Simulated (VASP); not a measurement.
# Ru (P6_3/mmc) in VASP: a series of runs

Ru is run at these levels: PBE; tasks: single point.

Program: VASP 6.6.1. These are calculated values, not measurements. Logs are shortened: lines on timing, memory, paths and dates and some standing lists are left out, and cuts for length are marked.

## (1) The cell of the first run

It takes space group P6_3/mmc (No. 194, hexagonal). Conventional cell: a = 2.706 Å, b = 2.706 Å, c = 4.282 Å, α = 90.00°, β = 90.00°, γ = 120.00°. Ru (site symmetry -6m2) has 12 Ru at 2.65 to 2.71 Å within 3.5 Å.

## (2) Single point, PBE

INCAR

```
  ALGO = Normal
  EDIFF = 1E-6
  ENCUT = 520
  GGA = PE
  ISIF = 2
  ISMEAR = 1
  LASPH = True
  LCHARG = False
  LREAL = False
  LWAVE = False
  NBANDS = 21
  NELM = 60
  PREC = Accurate
  SIGMA = 0.1
```

KPOINTS

```
k-points
0
Gamma
  13 13 7
```

POSCAR

```
Ru
1.0
    2.7058000000      0.0000000000      0.0000000000
   -1.3529000000      2.3432915376      0.0000000000
    0.0000000000      0.0000000000      4.2819000000
Ru
2
Direct
    0.3333330000      0.6666670000      0.2500000000
    0.6666670000      0.3333330000      0.7500000000
```

Potentials or basis: VASP PAW PBE potentials, release 64 (Ru_pv).

On the command line:

```console
$ cat potpaw_PBE.64/Ru_pv/POTCAR > POTCAR
$ mpirun -np 1 vasp_std > vasp.out
```

OUTCAR:

```text
EDIFF = 1E-6
   ENCUT = 520
   GGA = PE
   ISIF = 2
   ISMEAR = 1
   LASPH = True
   LREAL = False
   NELM = 60
   PREC = Accurate

 ion  position               nearest neighbor table
   1  0.333  0.667  0.250-   2 2.65   2 2.65   2 2.65   2 2.65   2 2.65   2 2.65
   2  0.667  0.333  0.750-   1 2.65   1 2.65   1 2.65   1 2.65   1 2.65   1 2.65

  LATTYP: Found a hexagonal cell.
 ALAT       =     2.7058000000
 C/A-ratio  =     1.5824894671

  Lattice vectors:

 A1 = (   2.7058000000,   0.0000000000,   0.0000000000)
 A2 = (  -1.3529000000,   2.3432915376,   0.0000000000)
 A3 = (   0.0000000000,   0.0000000000,   4.2819000000)

Analysis of symmetry for initial positions (statically):
=====================================================================
 Subroutine PRICEL returns:
 Original cell was already a primitive cell.

 Routine SETGRP: Setting up the symmetry group for a
 hexagonal supercell.

 Subroutine GETGRP returns: Found 24 space group operations
 (whereof 12 operations were pure point group operations)
 out of a pool of 24 trial point group operations.

The static configuration has the point symmetry D_3d.
 The point group associated with its full space group is D_6h.

Analysis of symmetry for dynamics (positions and initial velocities):
=====================================================================
 Subroutine PRICEL returns:
 Original cell was already a primitive cell.

 Routine SETGRP: Setting up the symmetry group for a
 hexagonal supercell.

 Subroutine GETGRP returns: Found 24 space group operations
 (whereof 12 operations were pure point group operations)
 out of a pool of 24 trial point group operations.

The dynamic configuration has the point symmetry D_3d.
 The point group associated with its full space group is D_6h.

 Subroutine INISYM returns: Found 24 space group operations
 (whereof 12 operations are pure point group operations),
 and found     1 'primitive' translations

----------------------------------------------------------------------------------------

                                     Primitive cell

  volume of cell :      27.1493

  direct lattice vectors                    reciprocal lattice vectors
     2.705800000  0.000000000  0.000000000     0.369576465  0.213375072  0.000000000
    -1.352900000  2.343291538  0.000000000     0.000000000  0.426750144  0.000000000
     0.000000000  0.000000000  4.281900000     0.000000000  0.000000000  0.233541185

  length of vectors
     2.705800000  2.705800000  4.281900000     0.426750144  0.426750144  0.233541185

  position of ions in fractional coordinates (direct lattice)
     0.333333000  0.666667000  0.250000000
     0.666667000  0.333333000  0.750000000

  ion indices of the primitive-cell ions
   primitive index   ion index
                 1           1
                 2           2

----------------------------------------------------------------------------------------

 KPOINTS: k-points

Automatic generation of k-mesh.
 Grid dimensions read from file:
 generate k-points for:   13   13    7

 Generating k-lattice:

  Cartesian coordinates                     Fractional coordinates (reciprocal lattice)
     0.028428959  0.016413467  0.000000000     0.076923077  0.000000000  0.000000000
     0.000000000  0.032826934  0.000000000     0.000000000  0.076923077  0.000000000
     0.000000000  0.000000000  0.033363026     0.000000000  0.000000000  0.142857143

  Length of vectors
     0.032826934  0.032826934  0.033363026

  Shift w.r.t. Gamma in fractional coordinates (k-lattice)
     0.000000000  0.000000000  0.000000000

 Subroutine IBZKPT returns following result:
 ===========================================

 Found     84 irreducible k-points:

 Following reciprocal coordinates:
            Coordinates               Weight
  0.000000  0.000000  0.000000      1.000000
  0.076923  0.000000  0.000000      6.000000
  0.153846  0.000000  0.000000      6.000000
  0.230769  0.000000  0.000000      6.000000
  0.307692  0.000000  0.000000      6.000000
  0.384615  0.000000  0.000000      6.000000
[... 16 lines left out ...]
  0.076923  0.000000  0.142857     12.000000
  0.153846  0.000000  0.142857     12.000000
 [... further k-points ...]
   k-points           NKPTS =     84   k-points in BZ     NKDIM =     84   number of bands    NBANDS=     21
   number of dos      NEDOS =    301   number of ions     NIONS =      2
   total plane-waves  NPLWV =  12800
   dimension x,y,z NGX =    20 NGY =   20 NGZ =   32
   dimension x,y,z NGXF=    40 NGYF=   40 NGZF=   64
   ions per type =               2
   NGX,Y,Z   is equivalent  to a cutoff of  12.29, 12.29, 12.42 a.u.
   NGXF,Y,Z  is equivalent  to a cutoff of  24.58, 24.58, 24.85 a.u.
 SYSTEM =  unknown system
   PREC   = accura    normal or accurate (medium, high low for compatibility)
   ISTART =      0    job   : 0-new  1-cont  2-samecut
   ICHARG =      2    charge: 1-file 2-atom 10-const
   ISPIN  =      1    spin polarized calculation?
   LNONCOLLINEAR =      F non collinear calculations
   LSORBIT =      F    spin-orbit coupling
   LASPH  =      T    aspherical Exc in radial PAW
   ENCUT  =  520.0 eV  38.22 Ry    6.18 a.u.   5.03  5.03  7.96*2*pi/ulx,y,z
   NELM   =     60;   NELMIN=  2; NELMDL= -5     # of ELM steps
   EDIFF  = 0.1E-05   stopping-criterion for ELM
   LREAL  =      F    real-space projection
   EDIFFG = 0.1E-04   stopping-criterion for IOM
   NSW    =      0    number of steps for IOM
   IBRION =     -1    ionic relax: 0-MD 1-quasi-New 2-CG
   NFREE  =      0    steps in history (QN), initial steepest desc. (CG)
   ISIF   =      2    stress and relaxation
   ISYM   =      2    0-nonsym 1-usesym 2-fastsym
   POTIM  = 0.5000    time-step for ionic-motion
   TEBEG  =    0.0;   TEEND  =   0.0 temperature during run
   PSTRESS=    0.0 pullay stress
   NELECT =      28.0000    total number of electrons
   NUPDOWN=      -1.0000    fix difference up-down
   EMIN   =  10.00;   EMAX   =-10.00  energy-range for DOS
   EFERMI =   0.00;   METHOD = LEGACY
   ISMEAR =     1;   SIGMA  =   0.10  broadening in eV -4-tet -1-fermi 0-gaus
   EFERMI_NEDOS =   21; number of points for ismear=-14 and -15
   IALGO  =     38    algorithm
   IMIX   =      4    mixing-type and parameters
     AMIX     =   0.40;   BMIX     =  1.00
     AMIX_MAG =   1.60;   BMIX_MAG =  1.00
  volume/ion in A,a.u.               =      13.57        91.61
  Fermi-wavevector in a.u.,A,eV,Ry     =   1.654022  3.125649 37.222674  2.735789
  Thomas-Fermi vector in A             =   2.742361
   LORBIT       =      0    0 simple, 1 ext, 2 COOP (PROOUT), +10 PAW based schemes
   GGA     = PE    functional components
   LHFCALC =     F    Hartree Fock is set to
   AEXX    =    0.0000 exact exchange contribution
   IVDW    =     0    specifies the selected vdW correction
   LEPSILON=     F    determine dielectric tensor
   LRPA    =     F    only Hartree local field effects (RPA)
 non-spin polarized calculation
 Methfessel and Paxton  Order N= 1 SIGMA  =   0.10
  energy-cutoff  :      520.00
  volume of cell :       27.15
 maximum number of plane-waves:       750
 NGX is ok and might be reduce to    20
   NGX =  9   NGY =  9   NGZ = 15

 number of electron      28.0000008 magnetization

 Free energy of the ion-electron system (eV)
  ---------------------------------------------------
  ext. energy  EPLUGINS =         0.00000000
  ---------------------------------------------------
  free energy    TOTEN  =       -18.45536476 eV

  energy without entropy =      -18.45752031  energy(sigma->0) =      -18.45608328

 E-fermi :  12.9113     XC(G=0): -14.1222

 val. band max:       12.8895130202   @ k =   0.3846   0.0000   0.4286
 cond. band min:      12.9511064172   @ k =   0.2308   0.0769   0.2857
 fundamental gap:      0.0615933970
 Fermi energy:        12.9112648176

 k-point     1 :       0.0000    0.0000    0.0000
  band No.  band energies     occupation
      1     -30.8084      2.00000
      2     -29.8845      2.00000
      3     -29.8845      2.00000
      4     -29.7144      2.00000
      5     -29.7144      2.00000
      6     -29.6651      2.00000
[... 13 lines left out ...]
     20      23.2480      0.00000
     21      23.2778      0.00000

 k-point     2 :       0.0769    0.0000    0.0000
  band No.  band energies     occupation
      1     -30.7883      2.00000
      2     -29.9273      2.00000
      3     -29.8989      2.00000
      4     -29.7591      2.00000
      5     -29.7203      2.00000
      6     -29.6745      2.00000
[... 13 lines left out ...]
     20      23.2480      0.00000
     21      23.2719      0.00000

 k-point     3 :       0.1538    0.0000    0.0000
  band No.  band energies     occupation
      1     -30.7301      2.00000
      2     -30.0459      2.00000
      3     -29.9378      2.00000
      4     -29.8808      2.00000
      5     -29.7375      2.00000
      6     -29.7026      2.00000
[... 13 lines left out ...]
     20      23.2480      0.00000
     21      23.2617      0.00000

 k-point     4 :       0.2308    0.0000    0.0000
  band No.  band energies     occupation
      1     -30.6409      2.00000
      2     -30.2133      2.00000
      3     -30.0471      2.00000
      4     -29.9906      2.00000
      5     -29.7635      2.00000
      6     -29.7494      2.00000
[... 13 lines left out ...]
     20      23.2479      0.00000
     21      23.2555      0.00000

 k-point     5 :       0.3077    0.0000    0.0000
  band No.  band energies     occupation
      1     -30.5319      2.00000
      2     -30.3909      2.00000
      3     -30.2176      2.00000
      4     -30.0447      2.00000
      5     -29.8132      2.00000
      6     -29.7926      2.00000
[... 13 lines left out ...]
     20      23.2477      0.00000
     21      23.2512      0.00000

 k-point     6 :       0.3846    0.0000    0.0000
  band No.  band energies     occupation
      1     -30.5376      2.00000
      2     -30.4208      2.00000
      3     -30.3546      2.00000
      4     -30.0882      2.00000
      5     -29.8866      2.00000
      6     -29.8175      2.00000
[... 13 lines left out ...]
     20      23.2477      0.00000
     21      23.4215      0.00000

 k-point     7 :       0.4615    0.0000    0.0000
  band No.  band energies     occupation
      1     -30.6202      2.00000
      2     -30.4304      2.00000
      3     -30.3396      2.00000
      4     -30.1125      2.00000
      5     -29.9465      2.00000
      6     -29.8318      2.00000
[... 13 lines left out ...]
     20      23.2473      0.00000
     21      23.8280      0.00000
[... 291 lines left out ...]
      1     -30.5344      2.00000
      2     -30.3490      2.00000
      3     -30.2773      2.00000
      4     -30.2252      2.00000
      5     -30.0446      2.00000
      6     -30.0397      2.00000
[... 13 lines left out ...]
     20      23.2480      0.00000
     21      23.2488      0.00000

 k-point    21 :       0.3077    0.3077    0.0000
  band No.  band energies     occupation
      1     -30.4990      2.00000
      2     -30.3469      2.00000
      3     -30.2892      2.00000
      4     -30.1852      2.00000
      5     -30.1095      2.00000
      6     -30.0758      2.00000
[... 13 lines left out ...]
     20      23.2481      0.00000
     21      23.2483      0.00000

 k-point    22 :       0.0000    0.0000    0.1429
  band No.  band energies     occupation
      1     -30.7546      2.00000
      2     -29.8761      2.00000
      3     -29.8761      2.00000
      4     -29.7249      2.00000
      5     -29.7229      2.00000
      6     -29.7229      2.00000
[... 13 lines left out ...]
     20      23.2480      0.00000
     21      24.1312      0.00000

 k-point    23 :       0.0769    0.0000    0.1429
  band No.  band energies     occupation
      1     -30.7372      2.00000
      2     -29.9176      2.00000
      3     -29.8902      2.00000
      4     -29.7902      2.00000
      5     -29.7292      2.00000
      6     -29.7096      2.00000
[... 13 lines left out ...]
     20      23.2480      0.00000
     21      24.1244      0.00000

 k-point    24 :       0.1538    0.0000    0.1429
  band No.  band energies     occupation
      1     -30.6881      2.00000
      2     -30.0318      2.00000
      3     -29.9280      2.00000
      4     -29.9175      2.00000
      5     -29.7476      2.00000
      6     -29.7261      2.00000
[... 13 lines left out ...]
     20      23.2480      0.00000
     21      24.1144      0.00000

 [... further k-points ...]
[... 5 lines left out ...]
  --------------------------------------------------------------------------------------
  -------------------------------------------------------------------------------------
  Total        0.8283169      0.8283169      0.5420395     -0.0000000     -0.0000000      0.0000000
  in kB       48.8819550     48.8819550     31.9876986     -0.0000000     -0.0000000      0.0000000
  external PRESSURE =      43.2505362 kB  Pullay stress =       0.0000000 kB

 VOLUME and BASIS-vectors are now :
 -----------------------------------------------------------------------------
  energy-cutoff  :      520.00
  volume of cell :       27.15
      direct lattice vectors                 reciprocal lattice vectors
     2.705800000  0.000000000  0.000000000     0.369576465  0.213375072  0.000000000
    -1.352900000  2.343291538  0.000000000     0.000000000  0.426750144  0.000000000
     0.000000000  0.000000000  4.281900000     0.000000000  0.000000000  0.233541185

 POSITION                                       TOTAL-FORCE (eV/Angst)
 -----------------------------------------------------------------------------------
     -0.00000      1.56220      1.07048         0.000000      0.000000      0.000000
      1.35290      0.78110      3.21143        -0.000000     -0.000000      0.000000
 -----------------------------------------------------------------------------------
    total drift:                               -0.000440      0.000254     -0.000046

  FREE ENERGIE OF THE ION-ELECTRON SYSTEM (eV)
  ---------------------------------------------------
  free  energy   TOTEN  =       -18.4553647619 eV

  energy  without entropy=      -18.4575203077  energy(sigma->0) =      -18.45608328
```

Wall time 20 s (1 thread of Intel Xeon Platinum 8375C at 2.90GHz (Ice Lake), shared host); peak memory 0.16 GiB.

Results:

```yaml
Free_energy: -18.4554 eV
Pressure: 4.3 GPa
Band_gap_on_the_k_mesh: zero (band 14 reaches 14.31 eV, above the bottom of band 15 at 11.32 eV)
```

## (3) Single point, PBE

INCAR

```
SYSTEM = Ru
  ALGO = Normal
  EDIFF = 1E-7
  ENCUT = 520
  GGA = PE
  ISIF = 2
  ISMEAR = 1
  LASPH = .TRUE.
  LCHARG = .FALSE.
  LREAL = .FALSE.
  LWAVE = .FALSE.
  NBANDS = 21
  NELM = 100
  PREC = Accurate
  SIGMA = 0.05
```

KPOINTS

```
k-points
0
G
  13 13 7
  0 0 0
```

POSCAR is that of step 2.

Potentials or basis: VASP PAW PBE potentials, release 64 (Ru_pv).

On the command line:

```console
$ cat potpaw_PBE.64/Ru_pv/POTCAR > POTCAR
$ mpirun -np 1 vasp_std > vasp.out
```

Wall time 22 s (1 thread of Intel Xeon Platinum 8375C at 2.90GHz (Ice Lake), shared host); peak memory 0.16 GiB.

The run converged. Its results:

- Free energy: -18.4561 eV
- Pressure: 4.4 GPa
- Band gap on the k mesh: zero (band 14 reaches 14.31 eV, above the bottom of band 15 at 11.32 eV)

Stress tensor (GPa, compression positive):
```
4.88 0.00 0.00
0.00 4.88 0.00
0.00 0.00 3.31
```

Levels at points of the mesh, in eV from the Fermi level:
| k point | band 12 | band 13 | band 14 | band 15 | band 16 | band 17 |
| --- | --- | --- | --- | --- | --- | --- |
| (0.00, 0.00, 0.00) | -1.98 | -1.98 | -1.45 | -1.45 | 1.12 | 1.12 |
